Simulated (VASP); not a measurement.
AlN, 2 atoms in the cell. The structure is tetragonal, space group I4/mmm (No. 139). Conventional cell: a = 2.855 Å, b = 2.855 Å, c = 4.078 Å, α = 90.00°, β = 90.00°, γ = 90.00°. Al (site symmetry 4/mmm) has 6 N at 2.02 to 2.04 Å within 2.7 Å. Within 2.7 Å of N (site symmetry 4/mmm) lie 6 Al at 2.02 to 2.04 Å.  This cell differs from its parent crystal: uniaxial z strain +1.0%.

```yaml
Program: VASP 6.6.1
Task: single point
Functional: r2SCAN
Potentials_or_basis: VASP PAW PBE potentials, release 64 (Al, N)
Cutoff: 520 eV
k_mesh: 10 × 10 × 10
Occupations: gaussian, width 0.01 eV
Spin: no spin polarisation
Dipole_correction: no
Further_INCAR_settings: ALGO = Normal; EDIFF = 1e-06; NBANDS = 11
```

Potentials or basis: VASP PAW PBE potentials, release 64 (Al, N).

Launch:

```sh
$ cat potpaw_PBE.64/Al/POTCAR potpaw_PBE.64/N/POTCAR > POTCAR
$ cp INCAR.step1 INCAR
$ mpirun -np 1 vasp_std > vasp.out
$ cp INCAR.step2 INCAR
$ mpirun -np 1 vasp_std > vasp.out
```

Hardware: 1 thread of AMD EPYC 9R45 96-Core Processor (Zen 5) (shared host).

Task: How long does it take, and how much memory?

Result: Wall time 54 s on 1 thread of AMD EPYC 9R45 96-Core Processor (Zen 5), with other jobs on the host, peak memory 0.12 GiB. Counts: k points 102.
